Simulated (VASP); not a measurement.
Si4O7 (a cell with a defect), 11 atoms in the cell. The cell holds a defect, 11 atoms: a = 4.934 Å, b = 4.934 Å, c = 4.934 Å, α = 106.91°, β = 106.91°, γ = 114.72°.  This cell differs from its parent crystal: atom 9 moved 0.250 of the way to it and -0.500 Å across, host rigid.

```yaml
Program: VASP 6.6.1
Task: single point
Functional: LDA
Potentials_or_basis: VASP PAW LDA potentials, release 64 (Si, O)
Cutoff: 520 eV
k_mesh: 6 × 6 × 6
Occupations: gaussian, width 0.05 eV
Spin: no spin polarisation
Dipole_correction: no
Further_INCAR_settings: ALGO = Normal; EDIFF = 1e-06; NBANDS = 40
```

Potentials or basis: VASP PAW LDA potentials, release 64 (Si, O).

Command:

```console
$ cat potpaw_LDA.64/Si/POTCAR potpaw_LDA.64/O/POTCAR > POTCAR
$ mpirun -np 1 vasp_std > vasp.out
```

Hardware: 1 thread of AMD EPYC 7R13 (shared host).

Q: Estimate the wall time of this run.

A: It took 13 min on 1 thread of AMD EPYC 7R13, on a shared host, peak memory 0.27 GiB. Counts: scf iterations 14, k points 68.
